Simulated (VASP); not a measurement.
# GaAs (F-43m) in VASP: a series of runs

Runs on GaAs. Level: PBEsol. Tasks: single point.

Everything below comes from runs of VASP 6.6.1. Logs are shortened: lines on timing, memory, paths and dates and some standing lists are left out, and cuts for length are marked.

## 1. The cell of the first run

It takes space group F-43m (No. 216, cubic). The conventional cell has a = 5.379 Å, b = 5.379 Å, c = 5.379 Å, α = 90.00°, β = 90.00°, γ = 90.00°. Within 3.1 Å of Ga (site symmetry -43m) lie 4 As at 2.33 Å. As (site symmetry -43m) has 4 Ga at 2.33 Å within 3.1 Å.

## 2. Single point, PBEsol

File INCAR:

```
PREC = Accurate
ENCUT = 520
EDIFF = 1E-6
ISMEAR = 0
SIGMA = 0.01
LREAL = False
LASPH = True
NELM = 60
ALGO = Normal
ISIF = 2
LWAVE = False
LCHARG = False
GGA = PS
NBANDS = 16
```

File KPOINTS:

```
regular mesh
0
Gamma
  8 8 8
```

File POSCAR:

```
GaAs
1.0
    2.6893400334      2.6893400334      0.0000000000
   -2.6893400334      2.6893400334      0.0000000000
    0.0000000000      2.6893400334      2.6893400334
Ga As
1 1
Direct
    0.0000000000      0.0000000000      0.0000000000
    0.7500000000      0.2500000000      0.5000000000
```

Potentials or basis: VASP PAW PBE potentials, release 64 (Ga_d, As).

Started as:

```
cat potpaw_PBE.64/Ga_d/POTCAR potpaw_PBE.64/As/POTCAR > POTCAR
mpirun -np 1 vasp_std > vasp.out
```

OUTCAR:

```text
PREC = Accurate
   ENCUT = 520
   EDIFF = 1E-6
   ISMEAR = 0
   LREAL = False
   LASPH = True
   NELM = 60
   ISIF = 2
   GGA = PS

 ion  position               nearest neighbor table
   1  0.000  0.000  0.000-   2 2.33   2 2.33   2 2.33   2 2.33
   2  0.750  0.250  0.500-   1 2.33   1 2.33   1 2.33   1 2.33

  LATTYP: Found a face centered cubic cell.
 ALAT       =     5.3786800668

  Lattice vectors:

 A1 = (   0.0000000000,   2.6893400334,   2.6893400334)
 A2 = (   2.6893400334,   0.0000000000,   2.6893400334)
 A3 = (   2.6893400334,   2.6893400334,   0.0000000000)

Analysis of symmetry for initial positions (statically):
=====================================================================
 Subroutine PRICEL returns:
 Original cell was already a primitive cell.

 Routine SETGRP: Setting up the symmetry group for a
 face centered cubic supercell.

 Subroutine GETGRP returns: Found 24 space group operations
 (whereof 24 operations were pure point group operations)
 out of a pool of 48 trial point group operations.

The static configuration has the point symmetry T_d .

Analysis of symmetry for dynamics (positions and initial velocities):
=====================================================================
 Subroutine PRICEL returns:
 Original cell was already a primitive cell.

 Routine SETGRP: Setting up the symmetry group for a
 face centered cubic supercell.

 Subroutine GETGRP returns: Found 24 space group operations
 (whereof 24 operations were pure point group operations)
 out of a pool of 48 trial point group operations.

The dynamic configuration has the point symmetry T_d .

 Subroutine INISYM returns: Found 24 space group operations
 (whereof 24 operations are pure point group operations),
 and found     1 'primitive' translations

----------------------------------------------------------------------------------------

                                     Primitive cell

  volume of cell :      38.9016

  direct lattice vectors                    reciprocal lattice vectors
     2.689340033  2.689340033  0.000000000     0.185919220  0.185919220 -0.185919220
    -2.689340033  2.689340033  0.000000000    -0.185919220  0.185919220 -0.185919220
     0.000000000  2.689340033  2.689340033     0.000000000  0.000000000  0.371838439

  length of vectors
     3.803301149  3.803301149  3.803301149     0.322021534  0.322021534  0.371838439

  position of ions in fractional coordinates (direct lattice)
     0.000000000  0.000000000  0.000000000
[... 71 lines left out ...]
   ICHARG =      2    charge: 1-file 2-atom 10-const
   ISPIN  =      1    spin polarized calculation?
   LNONCOLLINEAR =      F non collinear calculations
   LSORBIT =      F    spin-orbit coupling
   LASPH  =      T    aspherical Exc in radial PAW
   ENCUT  =  520.0 eV  38.22 Ry    6.18 a.u.   7.07  7.07  7.07*2*pi/ulx,y,z
   NELM   =     60;   NELMIN=  2; NELMDL= -5     # of ELM steps
   EDIFF  = 0.1E-05   stopping-criterion for ELM
   LREAL  =      F    real-space projection
[... 7 lines left out ...]
   TEBEG  =    0.0;   TEEND  =   0.0 temperature during run
   PSTRESS=    0.0 pullay stress
   NELECT =      18.0000    total number of electrons
   NUPDOWN=      -1.0000    fix difference up-down
   EMIN   =  10.00;   EMAX   =-10.00  energy-range for DOS
   EFERMI =   0.00;   METHOD = LEGACY
   ISMEAR =     0;   SIGMA  =   0.01  broadening in eV -4-tet -1-fermi 0-gaus
   EFERMI_NEDOS =   21; number of points for ismear=-14 and -15
   IALGO  =     38    algorithm
   IMIX   =      4    mixing-type and parameters
     AMIX     =   0.40;   BMIX     =  1.00
     AMIX_MAG =   1.60;   BMIX_MAG =  1.00
  volume/ion in A,a.u.               =      19.45       131.26
  Fermi-wavevector in a.u.,A,eV,Ry     =   1.266222  2.392813 21.814477  1.603319
  Thomas-Fermi vector in A             =   2.399434
   LORBIT       =      0    0 simple, 1 ext, 2 COOP (PROOUT), +10 PAW based schemes
   GGA     = PS    functional components
   LHFCALC =     F    Hartree Fock is set to
   AEXX    =    0.0000 exact exchange contribution
   IVDW    =     0    specifies the selected vdW correction
   LEPSILON=     F    determine dielectric tensor
   LRPA    =     F    only Hartree local field effects (RPA)
 non-spin polarized calculation
 Gauss-broadening in eV      SIGMA  =   0.01
  energy-cutoff  :      520.00
  volume of cell :       38.90
 maximum number of plane-waves:      1067
   NGX = 15   NGY = 15   NGZ = 15

 number of electron      17.9999993 magnetization

 Free energy of the ion-electron system (eV)
  ---------------------------------------------------
  ext. energy  EPLUGINS =         0.00000000
  ---------------------------------------------------
  free energy    TOTEN  =        -8.81866574 eV

  energy without entropy =       -8.81866574  energy(sigma->0) =       -8.81866574

 E-fermi :   5.3991     XC(G=0): -10.4588

 val. band max:        5.3348096474   @ k =   0.0000   0.0000   0.0000
 cond. band min:       6.3586711411   @ k =   0.5000   0.5000   0.0000
 fundamental gap:      1.0238614937
 Fermi energy:         5.3991200918

 k-point     1 :       0.0000    0.0000    0.0000
  band No.  band energies     occupation
      1      -9.8002      2.00000
      2      -9.8002      2.00000
      3      -9.8002      2.00000
      4      -9.6752      2.00000
      5      -9.6752      2.00000
      6      -8.6116      2.00000
[... 433 lines left out ...]
      3      -9.7473      2.00000
      4      -9.6838      2.00000
      5      -9.6701      2.00000
      6      -5.8811      2.00000
[... 8 lines left out ...]
     15      17.2986      0.00000
     16      18.3102      0.00000

 [... further k-points ...]

------------------------ aborting loop because EDIFF is reached ----------------------------------------

  FORCE on cell =-STRESS in cart. coord.  units (eV):
  Direction    XX          YY          ZZ          XY          YZ          ZX
  --------------------------------------------------------------------------------------
  -------------------------------------------------------------------------------------
  Total        3.7158926      3.7158926      3.7158926      0.0000000      0.0000000     -0.0000000
  in kB      153.0405741    153.0405741    153.0405741      0.0000000      0.0000000     -0.0000000
  external PRESSURE =     153.0405741 kB  Pullay stress =       0.0000000 kB

 VOLUME and BASIS-vectors are now :
 -----------------------------------------------------------------------------
  energy-cutoff  :      520.00
  volume of cell :       38.90
      direct lattice vectors                 reciprocal lattice vectors
     2.689340033  2.689340033  0.000000000     0.185919220  0.185919220 -0.185919220
    -2.689340033  2.689340033  0.000000000    -0.185919220  0.185919220 -0.185919220
     0.000000000  2.689340033  2.689340033     0.000000000  0.000000000  0.371838439

 POSITION                                       TOTAL-FORCE (eV/Angst)
 -----------------------------------------------------------------------------------
      0.00000      0.00000      0.00000         0.000000     -0.000000      0.000000
      1.34467      4.03401      1.34467        -0.000000      0.000000      0.000000
 -----------------------------------------------------------------------------------
    total drift:                               -0.000000      0.000000     -0.000000

  FREE ENERGIE OF THE ION-ELECTRON SYSTEM (eV)
  ---------------------------------------------------
  free  energy   TOTEN  =        -8.8186657413 eV

  energy  without entropy=       -8.8186657413  energy(sigma->0) =       -8.81866574
```

OSZICAR:

```text
N       E                     dE             d eps       ncg     rms          rms(c)
DAV:   1     0.839177075808E+02    0.83918E+02   -0.87800E+03   944   0.162E+03
DAV:   2    -0.276564076576E+01   -0.86683E+02   -0.82719E+02  1032   0.312E+02
DAV:   3    -0.898914773326E+01   -0.62235E+01   -0.62033E+01  1160   0.660E+01
DAV:   4    -0.907132105578E+01   -0.82173E-01   -0.82163E-01  1128   0.823E+00
DAV:   5    -0.907248186943E+01   -0.11608E-02   -0.11608E-02  1216   0.891E-01    0.350E+00
DAV:   6    -0.886765391080E+01    0.20483E+00   -0.23469E-01  1456   0.110E+01    0.210E+00
DAV:   7    -0.882023658580E+01    0.47417E-01   -0.82694E-02  1336   0.269E+00    0.556E-01
DAV:   8    -0.881851488218E+01    0.17217E-02   -0.11497E-02  1136   0.128E+00    0.179E-01
DAV:   9    -0.881862987018E+01   -0.11499E-03   -0.79472E-04  1144   0.291E-01    0.385E-02
DAV:  10    -0.881864995903E+01   -0.20089E-04   -0.70238E-05  1296   0.112E-01    0.194E-02
DAV:  11    -0.881866587088E+01   -0.15912E-04   -0.18899E-05  1008   0.479E-02    0.485E-03
DAV:  12    -0.881866574135E+01    0.12953E-06   -0.10222E-06   904   0.173E-02
   1 F= -.88186657E+01 E0= -.88186657E+01  d E =-.360820E-22
```

It took 8.6 s on 1 thread of Intel Xeon 6975P-C (Granite Rapids), shared host; peak memory 0.16 GiB.

Results:

| Property | Result |
| --- | --- |
| Free energy | -8.8187 eV |
| Pressure | 15.3 GPa |
| Band gap on the k mesh | 1.02 eV (least direct gap 1.63 eV) |

Caveat: the cell stands under pressure; the PAW data sets were made with another functional, which shifts forces and pressure a little. A k mesh can miss the band edges.

## 3. Single point, PBEsol

This run uses another cell than the first one, of 20.26 Å³/atom.

File INCAR:

```
ALGO = Normal ; EDIFF = 1E-6
ENCUT = 520 ; GGA = PS
ISIF = 2 ; ISMEAR = 0
LASPH = True ; LCHARG = False
LREAL = False ; LWAVE = False
NBANDS = 16 ; NELM = 80
PREC = Accurate ; SIGMA = 0.01
```

File KPOINTS:

```
k-points
0
Gamma
  8 8 8
```

File POSCAR:

```
GaAs
1.0
    2.7262403667      2.7262403667      0.0000000000
   -2.7262403667      2.7262403667      0.0000000000
    0.0000000000      2.7262403667      2.7262403667
Ga As
1 1
Direct
    0.0000000000      0.0000000000      0.0000000000
    0.7500000000      0.2500000000      0.5000000000
```

Potentials or basis: VASP PAW PBE potentials, release 64 (Ga_d, As).

Started as:

```
cat potpaw_PBE.64/Ga_d/POTCAR potpaw_PBE.64/As/POTCAR > POTCAR
mpirun -np 1 vasp_std > vasp.out
```

It took 11 s on 1 thread of Intel Xeon 6975P-C (Granite Rapids), shared host; peak memory 0.16 GiB.

The run converged. Its results:

```
Free energy            : -8.9471 eV
Pressure               : 10.3 GPa
Band gap on the k mesh : 1.12 eV (least direct gap 1.30 eV)
```

Levels at points of the mesh, in eV from the valence-band top:
| k point | band 7 | band 8 | band 9 | band 10 | band 11 | band 12 |
| --- | --- | --- | --- | --- | --- | --- |
| (0.00, 0.00, 0.00) | 0.00 | 0.00 | 0.00 | 1.30 | 3.70 | 3.70 |
| (0.50, 0.00, 0.00) | -7.33 | -1.33 | -1.33 | 1.24 | 4.60 | 4.60 |
| (0.50, 0.50, 0.00) | -7.40 | -3.11 | -3.11 | 1.12 | 1.48 | 11.01 |

Caveat: the cell stands under pressure; the PAW data sets were made with another functional, which shifts forces and pressure a little. A k mesh can miss the band edges.

## 4. Single point, PBEsol

This run uses another cell than the first one, of 20.84 Å³/atom.

INCAR: that of step 3 with these lines changed.

```diff
@@ -1,2 +1,2 @@
-ALGO = Normal ; EDIFF = 1E-6
+ALGO = Normal ; EDIFF = 1E-7
 ENCUT = 520 ; GGA = PS
```

KPOINTS is that of step 3.

File POSCAR:

```
GaAs
1.0
    2.7520912858      2.7520912858      0.0000000000
   -2.7520912858      2.7520912858      0.0000000000
    0.0000000000      2.7520912858      2.7520912858
Ga As
1 1
Direct
    0.0000000000      0.0000000000      0.0000000000
    0.7500000000      0.2500000000      0.5000000000
```

Started as:

```
cat potpaw_PBE.64/Ga_d/POTCAR potpaw_PBE.64/As/POTCAR > POTCAR
mpirun -np 1 vasp_std > vasp.out
```

Wall time 11 s (1 thread of Intel Xeon 6975P-C (Granite Rapids), shared host); peak memory 0.17 GiB.

It converged, with:

```
Free energy            : -9.0103 eV
Pressure               : 7.2 GPa
Band gap on the k mesh : 1.07 eV
```

Levels at points of the mesh, in eV from the valence-band top:
```
           k point  band 6  band 7  band 8  band 9  band 10  band 11  band 12  band 13
(0.00, 0.00, 0.00)  -13.37    0.00    0.00    0.00     1.07     3.70     3.70     3.70
(0.50, 0.00, 0.00)  -11.32   -7.15   -1.28   -1.28     1.16     4.60     4.60     7.63
(0.50, 0.50, 0.00)  -10.47   -7.25   -3.00   -3.00     1.18     1.51    10.78    10.78
```

Caveat: the cell stands under pressure; the PAW data sets were made with another functional, which shifts forces and pressure a little.

## 5. The runs side by side

```csv
cell,gap on the mesh (eV),pressure (GPa)
"a = 3.803 Å, angles 60.0, 60.0, 90.0°, 2 atoms",1.02,15.3
"a = 3.855 Å, angles 60.0, 60.0, 90.0°, 2 atoms",1.12,10.3
"a = 3.892 Å, angles 60.0, 60.0, 90.0°, 2 atoms",1.07,7.2
```

Alike in all rows: task single point; level PBEsol; potentials or basis VASP PAW PBE potentials, release 64 (Ga_d, As); no spin polarisation; k mesh 8 × 8 × 8; cutoff (eV) 520; smearing gaussian 0.01 eV.

Caveats: the cell stands under pressure; the PAW data sets were made with another functional, which shifts forces and pressure a little.

Absolute energies hang on the potentials; compare differences alone.
